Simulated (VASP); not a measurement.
Here is a VASP 6.6.1 calculation.

Contents of INCAR:

```
PREC = Accurate
ENCUT = 520
EDIFF = 1E-7
ISMEAR = 0
SIGMA = 0.1
LREAL = False
LASPH = True
NELM = 60
ALGO = Fast
ISIF = 2
LWAVE = False
LCHARG = False
GGA = PE
NBANDS = 22
```

Contents of KPOINTS:

```
Automatic mesh
0
Gamma
  10 10 10
```

The input POSCAR:

```
Al5Ni
1.0
    1.9496222394     -5.9045886116      0.0000000000
    1.9496222394      5.9045886116      0.0000000000
    0.0000000000      0.0000000000      3.9047934466
Al Ni
5 1
Direct
    0.8396142502      0.1603857498      0.0000000000
    0.1603857498      0.8396142502      0.0000000000
    0.3422630893      0.6577369107      0.5000000000
    0.5000000000      0.5000000000      0.0000000000
    0.6577369107      0.3422630893      0.5000000000
    0.0000000000      0.0000000000      0.5000000000
```

Potentials or basis: VASP PAW PBE potentials, release 64 (Al, Ni).

Command:

```sh
$ cat potpaw_PBE.64/Al/POTCAR potpaw_PBE.64/Ni/POTCAR > POTCAR
$ mpirun -np 1 vasp_std > vasp.out
```

What does it give for the pressure?

0.0 GPa.

What does it give for the band gap on the k mesh?

Zero (an odd number of electrons rules out a gap without spin polarisation).

What does it give for the largest force?

0.005 eV/Å.

Forces on the atoms (eV/Å):
```
Al   0.000  0.004  0.000
Al   0.000 -0.004  0.000
Al   0.000  0.005  0.000
Al   0.000  0.000  0.000
Al   0.000 -0.005  0.000
Ni   0.000  0.000  0.000
```

Spin polarisation is off, so any magnetic state and its effect on volume and gap are missing.
